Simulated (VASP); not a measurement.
# K2Li2C (P-3m1) in VASP: further runs

Runs on K2Li2C. Level: PBE. Tasks: single point, relaxation of cell and atoms.

All numbers are computed with VASP 6.6.1; they aren't measurements. Logs are shortened: lines on timing, memory, paths and dates and some standing lists are left out, and cuts for length are marked.

**1. The cell of the first run**

The structure is trigonal, space group P-3m1 (No. 164). The conventional cell has a = 3.932 Å, b = 3.932 Å, c = 9.767 Å, α = 90.00°, β = 90.00°, γ = 120.00°. K (site symmetry 3m) has 4 Li at 3.00 to 3.31 Å and 3 C at 3.53 Å and 6 K at 3.93 Å within 4.0 Å. Li (site symmetry 3m) has 3 C at 2.29 Å and 3 Li at 2.34 Å and 1 K at 3.00 Å within 3.0 Å. Within 3.0 Å of C (site symmetry -3m) lie 6 Li at 2.29 Å.

The cell was built from a structure type or drawn by symmetry, and may not be a known phase.

**2. Single point, PBE**

INCAR

```
PREC = Accurate ; ENCUT = 520
EDIFF = 1E-6 ; ISMEAR = 0
SIGMA = 0.1 ; LREAL = F
LASPH = T ; NELM = 100
ALGO = Normal ; ISIF = 2
LWAVE = F ; LCHARG = T
GGA = PE ; LELF = T
LVHAR = T ; NBANDS = 22
```

KPOINTS

```
Automatic mesh
0
Gamma
  12 12 4
```

POSCAR

```
K2Li2C
1.0
    3.9322479288      0.0000000000      0.0000000000
   -1.9661239644      3.4054266003      0.0000000000
    0.0000000000      0.0000000000      9.7672269586
K Li C
2 2 1
Direct
    0.3333333333      0.6666666667      0.7229815560
    0.6666666667      0.3333333333      0.2770184440
    0.3333333333      0.6666666667      0.0297587436
    0.6666666667      0.3333333333      0.9702412564
    0.0000000000      0.0000000000      0.0000000000
```

Potentials or basis: VASP PAW PBE potentials, release 64 (K_sv, Li_sv, C).

Command:

```bash
$ cat potpaw_PBE.64/K_sv/POTCAR potpaw_PBE.64/Li_sv/POTCAR potpaw_PBE.64/C/POTCAR > POTCAR
$ mpirun -np 1 vasp_std > vasp.out
```

OUTCAR:

```text
PREC = Accurate
   ENCUT = 520
   EDIFF = 1E-6
   ISMEAR = 0
   LREAL = F
   LASPH = T
   NELM = 100
   ISIF = 2
   GGA = PE

 ion  position               nearest neighbor table
   1  0.333  0.667  0.723-   3 3.00
   2  0.667  0.333  0.277-   4 3.00
   3  0.333  0.667  0.030-   5 2.29   5 2.29   5 2.29   4 2.34   4 2.34   4 2.34   1 3.00
   4  0.667  0.333  0.970-   5 2.29   5 2.29   5 2.29   3 2.34   3 2.34   3 2.34   2 3.00
   5  0.000  0.000  0.000-   3 2.29   4 2.29   3 2.29   4 2.29   4 2.29   3 2.29

  LATTYP: Found a hexagonal cell.
 ALAT       =     3.9322479288
 C/A-ratio  =     2.4838787217

  Lattice vectors:

 A1 = (   3.9322479288,   0.0000000000,   0.0000000000)
 A2 = (  -1.9661239644,   3.4054266003,   0.0000000000)
 A3 = (   0.0000000000,   0.0000000000,   9.7672269586)

Analysis of symmetry for initial positions (statically):
=====================================================================
 Subroutine PRICEL returns:
 Original cell was already a primitive cell.

 Routine SETGRP: Setting up the symmetry group for a
 hexagonal supercell.

 Subroutine GETGRP returns: Found 12 space group operations
 (whereof 12 operations were pure point group operations)
 out of a pool of 24 trial point group operations.

The static configuration has the point symmetry D_3d.

Analysis of symmetry for dynamics (positions and initial velocities):
=====================================================================
 Subroutine PRICEL returns:
 Original cell was already a primitive cell.

 Routine SETGRP: Setting up the symmetry group for a
 hexagonal supercell.

 Subroutine GETGRP returns: Found 12 space group operations
 (whereof 12 operations were pure point group operations)
 out of a pool of 24 trial point group operations.

The dynamic configuration has the point symmetry D_3d.

 Subroutine INISYM returns: Found 12 space group operations
 (whereof 12 operations are pure point group operations),
 and found     1 'primitive' translations

----------------------------------------------------------------------------------------

                                     Primitive cell

  volume of cell :     130.7928

  direct lattice vectors                    reciprocal lattice vectors
     3.932247929  0.000000000  0.000000000     0.254307464  0.146824483  0.000000000
    -1.966123964  3.405426600  0.000000000     0.000000000  0.293648966  0.000000000
[... 92 lines left out ...]
   LREAL  =      F    real-space projection
   EDIFFG = 0.1E-04   stopping-criterion for IOM
   NSW    =      0    number of steps for IOM
   IBRION =     -1    ionic relax: 0-MD 1-quasi-New 2-CG
   NFREE  =      0    steps in history (QN), initial steepest desc. (CG)
   ISIF   =      2    stress and relaxation
   ISYM   =      2    0-nonsym 1-usesym 2-fastsym
   POTIM  = 0.5000    time-step for ionic-motion
   TEBEG  =    0.0;   TEEND  =   0.0 temperature during run
   PSTRESS=    0.0 pullay stress
   NELECT =      28.0000    total number of electrons
   NUPDOWN=      -1.0000    fix difference up-down
   EMIN   =  10.00;   EMAX   =-10.00  energy-range for DOS
   EFERMI =   0.00;   METHOD = LEGACY
   ISMEAR =     0;   SIGMA  =   0.10  broadening in eV -4-tet -1-fermi 0-gaus
   EFERMI_NEDOS =   21; number of points for ismear=-14 and -15
   IALGO  =     38    algorithm
   IMIX   =      4    mixing-type and parameters
     AMIX     =   0.40;   BMIX     =  1.00
     AMIX_MAG =   1.60;   BMIX_MAG =  1.00
  volume/ion in A,a.u.               =      26.16       176.53
  Fermi-wavevector in a.u.,A,eV,Ry     =   0.979339  1.850682 13.049408  0.959104
  Thomas-Fermi vector in A             =   2.110184
   LORBIT       =      0    0 simple, 1 ext, 2 COOP (PROOUT), +10 PAW based schemes
   GGA     = PE    functional components
   LHFCALC =     F    Hartree Fock is set to
   AEXX    =    0.0000 exact exchange contribution
   IVDW    =     0    specifies the selected vdW correction
   LEPSILON=     F    determine dielectric tensor
   LRPA    =     F    only Hartree local field effects (RPA)
 non-spin polarized calculation
 Gauss-broadening in eV      SIGMA  =   0.10
  energy-cutoff  :      520.00
  volume of cell :      130.79
 maximum number of plane-waves:      3545
 NGX is ok and might be reduce to    30
   NGX = 15   NGY = 15   NGZ = 37

 number of electron      28.0000002 magnetization

 Free energy of the ion-electron system (eV)
  ---------------------------------------------------
  ext. energy  EPLUGINS =         0.00000000
  ---------------------------------------------------
  free energy    TOTEN  =       -12.20467532 eV

  energy without entropy =      -12.18660423  energy(sigma->0) =      -12.19563977

 E-fermi :   0.9226     XC(G=0):  -7.2622

 val. band max:        0.9165051304   @ k =   0.3333   0.2500   0.0000
 cond. band min:       0.9465305125   @ k =   0.0000   0.2500   0.2500
 fundamental gap:      0.0300253822
 Fermi energy:         0.9226205294

 k-point     1 :       0.0000    0.0000    0.0000
  band No.  band energies     occupation
      1     -44.0811      2.00000
      2     -43.9442      2.00000
      3     -30.7349      2.00000
      4     -30.7339      2.00000
      5     -14.2236      2.00000
      6     -14.1889      2.00000
[... 589 lines left out ...]
     21       6.1159      0.00000
     22       6.3540      0.00000

 [... further k-points ...]

------------------------ aborting loop because EDIFF is reached ----------------------------------------

  FORCE on cell =-STRESS in cart. coord.  units (eV):
  Direction    XX          YY          ZZ          XY          YZ          ZX
  --------------------------------------------------------------------------------------
  -------------------------------------------------------------------------------------
  Total       -0.0001111     -0.0001111     -0.0074795     -0.0000000      0.0000000      0.0000000
  in kB       -0.0013615     -0.0013615     -0.0916214     -0.0000000      0.0000000      0.0000000
  external PRESSURE =      -0.0314481 kB  Pullay stress =       0.0000000 kB

 VOLUME and BASIS-vectors are now :
 -----------------------------------------------------------------------------
  energy-cutoff  :      520.00
  volume of cell :      130.79
      direct lattice vectors                 reciprocal lattice vectors
     3.932247929  0.000000000  0.000000000     0.254307464  0.146824483  0.000000000
    -1.966123964  3.405426600  0.000000000     0.000000000  0.293648966  0.000000000
     0.000000000  0.000000000  9.767226959     0.000000000  0.000000000  0.102383205

 POSITION                                       TOTAL-FORCE (eV/Angst)
 -----------------------------------------------------------------------------------
     -0.00000      2.27028      7.06152        -0.000000      0.000000     -0.005133
      1.96612      1.13514      2.70570        -0.000000      0.000000      0.005133
     -0.00000      2.27028      0.29066         0.000000      0.000000      0.003939
      1.96612      1.13514      9.47657        -0.000000     -0.000000     -0.003939
      0.00000      0.00000      0.00000         0.000000      0.000000     -0.000000
 -----------------------------------------------------------------------------------
    total drift:                                0.000000      0.000000     -0.000000

  FREE ENERGIE OF THE ION-ELECTRON SYSTEM (eV)
  ---------------------------------------------------
  free  energy   TOTEN  =       -12.2046753157 eV

  energy  without entropy=      -12.1866042332  energy(sigma->0) =      -12.19563977
```

Wall time 8.2 min (1 thread of Intel Xeon 8259CL, shared host); peak memory 0.36 GiB.

Results:

```
Free energy            : -12.2047 eV
Largest force          : 0.005 eV/Å
Band gap on the k mesh : zero (bands 14 and 15 overlap by 0.86 eV)
```

Forces on the atoms (eV/Å):
```
K    0.000  0.000 -0.005
K    0.000  0.000  0.005
Li   0.000  0.000  0.004
Li   0.000  0.000 -0.004
C    0.000  0.000  0.000
```

Caveat: the cutoff is under 1.25 times the usual one of these potentials, so pressure, stress and relaxed cells hold a basis-set (Pulay) error.

(Continued in part 2 of 2.)
